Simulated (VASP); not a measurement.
# KTaO3: single point with PBE

Crystal: KTaO3.

```xyz
5
Lattice="4.1079 0.0000 0.0000 0.0000 4.1079 0.0000 0.0000 0.0000 3.9883" Properties=species:S:1:pos:R:3 pbc="T T T"
K     2.0540    2.0540    1.9942
Ta    0.0000    0.0000    0.0000
O     2.0540    0.0000    0.0000
O     0.0000    2.0540    0.0000
O     0.0000    0.0000    1.9942
```

This cell differs from its parent crystal: equal xx and yy strain of +3 %.

| Item | Value |
| --- | --- |
| Program | VASP 6.6.1 |
| Task | single point |
| Functional | PBE |
| Potentials or basis | VASP PAW PBE potentials, release 64 (K_sv, Ta_pv, O) |
| Cutoff | 520 eV |
| k mesh | 5 × 5 × 5 |
| Occupations | fermi-dirac, width 0.01 eV |
| Spin | no spin polarisation |

The pressure is -4.8 GPa and the band gap on the k mesh is 2.10 eV, indirect (least direct gap 2.62 eV).

Stress tensor (GPa, compression positive):
```
-7.94  0.00  0.00
 0.00 -7.94  0.00
 0.00  0.00  1.39
```

Levels at points of the mesh, in eV from the valence-band top:
```
           k point  band 15  band 16  band 17  band 18  band 19  band 20  band 21  band 22  band 23  band 24
(0.00, 0.00, 0.00)    -0.95    -0.77    -0.54    -0.54    -0.52     2.10     2.14     2.14     5.97     6.04
```

Wall time 19 s on 1 thread of AMD EPYC 9R45 96-Core Processor (Zen 5) (shared host), peak memory 0.16 GiB.

Caveat: the cell differs from its parent crystal (equal xx and yy strain of +3 %); spin-orbit coupling is left out, which moves the levels of the heavy elements. A k mesh can miss the band edges.
